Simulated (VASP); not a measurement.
**GaAs: relaxation of cell and atoms with PBE**

GaAs:

```
Ga As
1.0
     3.10115    0.00000    0.00000
     0.00000    3.10115    0.00000
     0.00000    0.00000    3.10115
Ga As
1 1
Direct
  0.00000 0.00000 0.00000
  0.50000 0.50000 0.50000
```

| Item | Value |
| --- | --- |
| Program | VASP 6.6.1 |
| Task | relaxation of cell and atoms |
| Functional | PBE |
| Potentials or basis | VASP PAW PBE potentials, release 64 (Ga_d, As) |
| Cutoff | 500 eV |
| k mesh | 8 × 8 × 8 |
| Occupations | fermi-dirac, width 0.02 eV |
| Spin | no spin polarisation |
| Dipole correction | no |
| Further INCAR settings | ALGO = Normal; EDIFF = 1e-07; IBRION = 2; EDIFFG = -0.005; NSW = 80; ISIF = 3 |

```yaml
Relaxed_volume: 19.02 Å³/atom
Relaxed_cell: a = 3.363 Å, b = 3.363 Å, c = 3.363 Å, α = 90.00°, β = 90.00°, γ = 90.00°
Space_group_after_relaxing_to_0.05_Å: Pm-3m (No. 221)
Energy_gained_by_relaxing: 281.4 meV/atom
Ionic_steps: 5
Pressure_after_relaxing: 0.0 GPa
```

The path:
| step | energy change (eV) | largest force (eV/Å) | pressure (GPa) | volume (Å³) |
| --- | --- | --- | --- | --- |
| 1 | 0.0000 | 0.0000 | 27.50 | 29.82 |
| 2 | -0.4917 | 0.0000 | -5.03 | 42.29 |
| 3 | -0.5628 | 0.0000 | 0.07 | 37.97 |
| 4 | -0.5627 | 0.0000 | -0.19 | 38.15 |
| 5 | -0.5628 | 0.0000 | -0.01 | 38.03 |

Final structure:
```yaml
crystal:
  lattice:
    - [3.36289, 0.00000, 0.00000]
    - [0.00000, 3.36289, 0.00000]
    - [0.00000, 0.00000, 3.36289]
  atoms:
    - { symbol: Ga, position: [0.00000, 0.00000, 0.00000] }
    - { symbol: As, position: [0.50000, 0.50000, 0.50000] }
```

Levels at points of the mesh, in eV from the Fermi level:
```csv
k point,band 6,band 7,band 8,band 9,band 10,band 11,band 12,band 13
"(0.00, 0.00, 0.00)",-13.52,-2.33,-0.73,-0.73,-0.73,4.70,4.70,9.57
"(0.50, 0.00, 0.00)",-11.60,-8.33,1.24,1.24,2.56,3.10,4.63,4.63
"(0.50, 0.50, 0.00)",-9.92,-5.25,-5.25,-4.81,2.13,6.89,6.93,6.93
"(0.50, 0.50, 0.50)",-8.94,-2.69,-2.69,-2.69,-2.37,-0.53,-0.53,-0.53
```

Run time: 17 s on 1 thread of Intel(R) Xeon(R) 6975P-C (Granite Rapids), on a shared host, peak memory 0.14 GiB.

Caveat: the volume moved by over 15 % at a fixed basis, so the end points are rough; the bands computed are all filled at some k points, so no gap is given.
